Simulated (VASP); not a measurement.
# KCl (Pm-3m) in VASP: single point with PBEsol

Aim: the single point of KCl with PBEsol.

All numbers are computed with VASP 6.6.1; they aren't measurements. Logs are shortened: lines on timing, memory, paths and dates and some standing lists are left out, and cuts for length are marked.

## (1) The cell of the first run

Symmetry: Pm-3m, No. 221, cubic system. The conventional cell has a = 3.634 Å, b = 3.634 Å, c = 3.634 Å, α = 90.00°, β = 90.00°, γ = 90.00°. K (site symmetry m-3m) has 8 Cl at 3.15 Å and 6 K at 3.63 Å within 4.1 Å. Cl (site symmetry m-3m) has 8 K at 3.15 Å and 6 Cl at 3.63 Å within 4.1 Å.

## (2) Single point, PBEsol

INCAR reads:

```
SYSTEM = KCl
ALGO = Normal
EDIFF = 1E-6
ENCUT = 520
GGA = PS
ISIF = 2
ISMEAR = 0
LASPH = .True.
LCHARG = .True.
LELF = .True.
LREAL = .False.
LVHAR = .True.
LWAVE = .False.
NBANDS = 15
NELM = 60
PREC = Accurate
SIGMA = 0.05
```

KPOINTS reads:

```
k-points
0
Gamma
  8 8 8
  0 0 0
```

POSCAR reads:

```
KCl
1.0
    3.6340000000      0.0000000000      0.0000000000
    0.0000000000      3.6340000000      0.0000000000
    0.0000000000      0.0000000000      3.6340000000
K Cl
1 1
Direct
    0.0000000000      0.0000000000      0.0000000000
    0.5000000000      0.5000000000      0.5000000000
```

Potentials or basis: VASP PAW PBE potentials, release 64 (K_sv, Cl).

Command:

```
$ cat potpaw_PBE.64/K_sv/POTCAR potpaw_PBE.64/Cl/POTCAR > POTCAR
$ mpirun -np 1 vasp_std > vasp.out
```

OUTCAR:

```text
SYSTEM = KCl
   EDIFF = 1E-6
   ENCUT = 520
   GGA = PS
   ISIF = 2
   ISMEAR = 0
   LASPH = .True.
   LREAL = .False.
   NELM = 60
   PREC = Accurate

 ion  position               nearest neighbor table
   1  0.000  0.000  0.000-   2 3.15   2 3.15   2 3.15   2 3.15   2 3.15   2 3.15   2 3.15   2 3.15

   2  0.500  0.500  0.500-   1 3.15   1 3.15   1 3.15   1 3.15   1 3.15   1 3.15   1 3.15   1 3.15

  LATTYP: Found a simple cubic cell.
 ALAT       =     3.6340000000

  Lattice vectors:

 A1 = (   3.6340000000,   0.0000000000,   0.0000000000)
 A2 = (   0.0000000000,   3.6340000000,   0.0000000000)
 A3 = (   0.0000000000,   0.0000000000,   3.6340000000)

Analysis of symmetry for initial positions (statically):
=====================================================================
 Subroutine PRICEL returns:
 Original cell was already a primitive cell.

 Routine SETGRP: Setting up the symmetry group for a
 simple cubic supercell.

 Subroutine GETGRP returns: Found 48 space group operations
 (whereof 48 operations were pure point group operations)
 out of a pool of 48 trial point group operations.

The static configuration has the point symmetry O_h .

Analysis of symmetry for dynamics (positions and initial velocities):
=====================================================================
 Subroutine PRICEL returns:
 Original cell was already a primitive cell.

 Routine SETGRP: Setting up the symmetry group for a
 simple cubic supercell.

 Subroutine GETGRP returns: Found 48 space group operations
 (whereof 48 operations were pure point group operations)
 out of a pool of 48 trial point group operations.

The dynamic configuration has the point symmetry O_h .

 Subroutine INISYM returns: Found 48 space group operations
 (whereof 48 operations are pure point group operations),
 and found     1 'primitive' translations

----------------------------------------------------------------------------------------

                                     Primitive cell

  volume of cell :      47.9904

  direct lattice vectors                    reciprocal lattice vectors
     3.634000000  0.000000000  0.000000000     0.275178866  0.000000000  0.000000000
     0.000000000  3.634000000  0.000000000     0.000000000  0.275178866  0.000000000
     0.000000000  0.000000000  3.634000000     0.000000000  0.000000000  0.275178866

  length of vectors
     3.634000000  3.634000000  3.634000000     0.275178866  0.275178866  0.275178866

  position of ions in fractional coordinates (direct lattice)
     0.000000000  0.000000000  0.000000000
     0.500000000  0.500000000  0.500000000

  ion indices of the primitive-cell ions
   primitive index   ion index
                 1           1
                 2           2

----------------------------------------------------------------------------------------

 KPOINTS: k-points

Automatic generation of k-mesh.
 Grid dimensions read from file:
 generate k-points for:    8    8    8

 Generating k-lattice:

  Cartesian coordinates                     Fractional coordinates (reciprocal lattice)
     0.034397358  0.000000000  0.000000000     0.125000000  0.000000000  0.000000000
     0.000000000  0.034397358  0.000000000     0.000000000  0.125000000  0.000000000
     0.000000000  0.000000000  0.034397358     0.000000000  0.000000000  0.125000000

  Length of vectors
     0.034397358  0.034397358  0.034397358

  Shift w.r.t. Gamma in fractional coordinates (k-lattice)
     0.000000000  0.000000000  0.000000000

 Subroutine IBZKPT returns following result:
 ===========================================

 Found     35 irreducible k-points:

 Following reciprocal coordinates:
            Coordinates               Weight
  0.000000  0.000000  0.000000      1.000000
  0.125000  0.000000  0.000000      6.000000
  0.250000  0.000000  0.000000      6.000000
  0.375000  0.000000  0.000000      6.000000
  0.500000  0.000000  0.000000      3.000000
  0.125000  0.125000  0.000000     12.000000
[... 16 lines left out ...]
  0.375000  0.375000  0.125000     24.000000
  0.500000  0.375000  0.125000     24.000000
 [... further k-points ...]
   k-points           NKPTS =     35   k-points in BZ     NKDIM =     35   number of bands    NBANDS=     15
   number of dos      NEDOS =    301   number of ions     NIONS =      2
   total plane-waves  NPLWV =  21952
   dimension x,y,z NGX =    28 NGY =   28 NGZ =   28
   dimension x,y,z NGXF=    56 NGYF=   56 NGZF=   56
   ions per type =               1   1
   NGX,Y,Z   is equivalent  to a cutoff of  12.81, 12.81, 12.81 a.u.
   NGXF,Y,Z  is equivalent  to a cutoff of  25.62, 25.62, 25.62 a.u.
 SYSTEM =  KCl
   PREC   = accura    normal or accurate (medium, high low for compatibility)
   ISTART =      0    job   : 0-new  1-cont  2-samecut
   ICHARG =      2    charge: 1-file 2-atom 10-const
   ISPIN  =      1    spin polarized calculation?
   LNONCOLLINEAR =      F non collinear calculations
   LSORBIT =      F    spin-orbit coupling
   LASPH  =      T    aspherical Exc in radial PAW
   ENCUT  =  520.0 eV  38.22 Ry    6.18 a.u.   6.76  6.76  6.76*2*pi/ulx,y,z
   NELM   =     60;   NELMIN=  2; NELMDL= -5     # of ELM steps
   EDIFF  = 0.1E-05   stopping-criterion for ELM
   LREAL  =      F    real-space projection
   EDIFFG = 0.1E-04   stopping-criterion for IOM
   NSW    =      0    number of steps for IOM
   IBRION =     -1    ionic relax: 0-MD 1-quasi-New 2-CG
   NFREE  =      0    steps in history (QN), initial steepest desc. (CG)
   ISIF   =      2    stress and relaxation
   ISYM   =      2    0-nonsym 1-usesym 2-fastsym
   POTIM  = 0.5000    time-step for ionic-motion
   TEBEG  =    0.0;   TEEND  =   0.0 temperature during run
   PSTRESS=    0.0 pullay stress
   NELECT =      16.0000    total number of electrons
   NUPDOWN=      -1.0000    fix difference up-down
   EMIN   =  10.00;   EMAX   =-10.00  energy-range for DOS
   EFERMI =   0.00;   METHOD = LEGACY
   ISMEAR =     0;   SIGMA  =   0.05  broadening in eV -4-tet -1-fermi 0-gaus
   EFERMI_NEDOS =   21; number of points for ismear=-14 and -15
   IALGO  =     38    algorithm
   IMIX   =      4    mixing-type and parameters
     AMIX     =   0.40;   BMIX     =  1.00
     AMIX_MAG =   1.60;   BMIX_MAG =  1.00
  volume/ion in A,a.u.               =      24.00       161.93
  Fermi-wavevector in a.u.,A,eV,Ry     =   1.135176  2.145172 17.532804  1.288625
  Thomas-Fermi vector in A             =   2.271881
   LORBIT       =      0    0 simple, 1 ext, 2 COOP (PROOUT), +10 PAW based schemes
   GGA     = PS    functional components
   LHFCALC =     F    Hartree Fock is set to
   AEXX    =    0.0000 exact exchange contribution
   IVDW    =     0    specifies the selected vdW correction
   LEPSILON=     F    determine dielectric tensor
   LRPA    =     F    only Hartree local field effects (RPA)
 non-spin polarized calculation
 Gauss-broadening in eV      SIGMA  =   0.05
  energy-cutoff  :      520.00
  volume of cell :       47.99
 maximum number of plane-waves:      1328
 NGX is ok and might be reduce to    28
   NGX = 13   NGY = 13   NGZ = 13

 number of electron      16.0000000 magnetization

 Free energy of the ion-electron system (eV)
  ---------------------------------------------------
  ext. energy  EPLUGINS =         0.00000000
  ---------------------------------------------------
  free energy    TOTEN  =        -6.88444198 eV

  energy without entropy =       -6.88444198  energy(sigma->0) =       -6.88444198

 E-fermi :   0.2899     XC(G=0):  -9.0300

 val. band max:       -0.0073923823   @ k =   0.5000   0.5000   0.0000
 cond. band min:       5.3573853993   @ k =   0.0000   0.0000   0.0000
 fundamental gap:      5.3647777816
 Fermi energy:         0.2899017950

 k-point     1 :       0.0000    0.0000    0.0000
  band No.  band energies     occupation
      1     -27.6586      2.00000
      2     -12.9105      2.00000
      3     -11.0693      2.00000
      4     -11.0693      2.00000
      5     -11.0693      2.00000
      6      -0.2441      2.00000
      7      -0.2441      2.00000
      8      -0.2441      2.00000
      9       5.3574      0.00000
     10       6.2102      0.00000
     11       6.2102      0.00000
     12      11.0271      0.00000
     13      11.0271      0.00000
     14      11.0271      0.00000
     15      14.2131      0.00000

 k-point     2 :       0.1250    0.0000    0.0000
  band No.  band energies     occupation
      1     -27.6527      2.00000
      2     -12.9424      2.00000
      3     -11.0608      2.00000
      4     -11.0608      2.00000
      5     -11.0478      2.00000
      6      -0.6366      2.00000
      7      -0.2533      2.00000
      8      -0.2533      2.00000
      9       5.7742      0.00000
     10       6.3578      0.00000
     11       6.6447      0.00000
     12      10.9645      0.00000
     13      10.9645      0.00000
     14      11.1190      0.00000
     15      13.4902      0.00000

 k-point     3 :       0.2500    0.0000    0.0000
  band No.  band energies     occupation
      1     -27.6385      2.00000
      2     -13.0234      2.00000
      3     -11.0402      2.00000
      4     -11.0402      2.00000
      5     -10.9860      2.00000
      6      -1.4152      2.00000
      7      -0.2767      2.00000
      8      -0.2767      2.00000
      9       6.6901      0.00000
     10       6.7863      0.00000
     11       7.7235      0.00000
     12      10.8841      0.00000
     13      10.8841      0.00000
     14      11.3656      0.00000
     15      12.0599      0.00000

 k-point     4 :       0.3750    0.0000    0.0000
  band No.  band energies     occupation
      1     -27.6242      2.00000
      2     -13.1085      2.00000
      3     -11.0193      2.00000
      4     -11.0193      2.00000
      5     -10.9110      2.00000
      6      -2.0587      2.00000
      7      -0.3016      2.00000
      8      -0.3016      2.00000
      9       7.4179      0.00000
     10       7.7508      0.00000
     11       8.7407      0.00000
     12      10.6881      0.00000
     13      10.9345      0.00000
     14      10.9345      0.00000
     15      11.6607      0.00000
[... 307 lines left out ...]
 k-point    22 :       0.5000    0.2500    0.1250
  band No.  band energies     occupation
      1     -27.5952      2.00000
      2     -12.8309      2.00000
      3     -11.2296      2.00000
      4     -11.1346      2.00000
      5     -11.0516      2.00000
      6      -1.8642      2.00000
      7      -0.9900      2.00000
      8      -0.4053      2.00000
      9       7.3800      0.00000
     10       8.2273      0.00000
     11       8.8392      0.00000
     12       9.7738      0.00000
     13      10.4687      0.00000
     14      10.8885      0.00000
     15      13.0741      0.00000

 k-point    23 :       0.3750    0.3750    0.1250
  band No.  band energies     occupation
      1     -27.5879      2.00000
      2     -12.6818      2.00000
      3     -11.3856      2.00000
      4     -11.2074      2.00000
      5     -11.0389      2.00000
      6      -1.5402      2.00000
      7      -1.3912      2.00000
      8      -0.3840      2.00000
      9       6.9109      0.00000
     10       8.0340      0.00000
     11       9.0920      0.00000
     12       9.3590      0.00000
     13      10.7081      0.00000
     14      11.1277      0.00000
     15      13.2832      0.00000

 k-point    24 :       0.5000    0.3750    0.1250
  band No.  band energies     occupation
      1     -27.5826      2.00000
      2     -12.6038      2.00000
      3     -11.3794      2.00000
      4     -11.3307      2.00000
      5     -11.0336      2.00000
      6      -1.6306      2.00000
      7      -1.3826      2.00000
      8      -0.3559      2.00000
      9       6.6863      0.00000
     10       7.9440      0.00000
     11       9.0245      0.00000
     12       9.1935      0.00000
     13      11.1220      0.00000
     14      11.8433      0.00000
     15      13.0716      0.00000

 [... further k-points ...]
[... 5 lines left out ...]
  --------------------------------------------------------------------------------------
  -------------------------------------------------------------------------------------
  Total        0.7107024      0.7107024      0.7107024     -0.0000000      0.0000000     -0.0000000
  in kB       23.7270403     23.7270403     23.7270403     -0.0000000      0.0000000     -0.0000000
  external PRESSURE =      23.7270403 kB  Pullay stress =       0.0000000 kB

 VOLUME and BASIS-vectors are now :
 -----------------------------------------------------------------------------
  energy-cutoff  :      520.00
  volume of cell :       47.99
      direct lattice vectors                 reciprocal lattice vectors
     3.634000000  0.000000000  0.000000000     0.275178866  0.000000000  0.000000000
     0.000000000  3.634000000  0.000000000     0.000000000  0.275178866  0.000000000
     0.000000000  0.000000000  3.634000000     0.000000000  0.000000000  0.275178866

 POSITION                                       TOTAL-FORCE (eV/Angst)
 -----------------------------------------------------------------------------------
      0.00000      0.00000      0.00000         0.000000      0.000000      0.000000
      1.81700      1.81700      1.81700         0.000000      0.000000      0.000000
 -----------------------------------------------------------------------------------
    total drift:                               -0.000000      0.000000      0.000000

  FREE ENERGIE OF THE ION-ELECTRON SYSTEM (eV)
  ---------------------------------------------------
  free  energy   TOTEN  =        -6.8844419844 eV

  energy  without entropy=       -6.8844419844  energy(sigma->0) =       -6.88444198
```

Wall time 17 s (1 thread of Intel Xeon Platinum 8375C at 2.90GHz (Ice Lake), shared host); peak memory 0.16 GiB.

Results:

```
Free energy            : -6.8844 eV
Pressure               : 2.4 GPa
Band gap on the k mesh : 5.36 eV, indirect (least direct gap 5.60 eV)
```

Caveat: the PAW data sets were made with another functional, which shifts forces and pressure a little. A k mesh can miss the band edges.
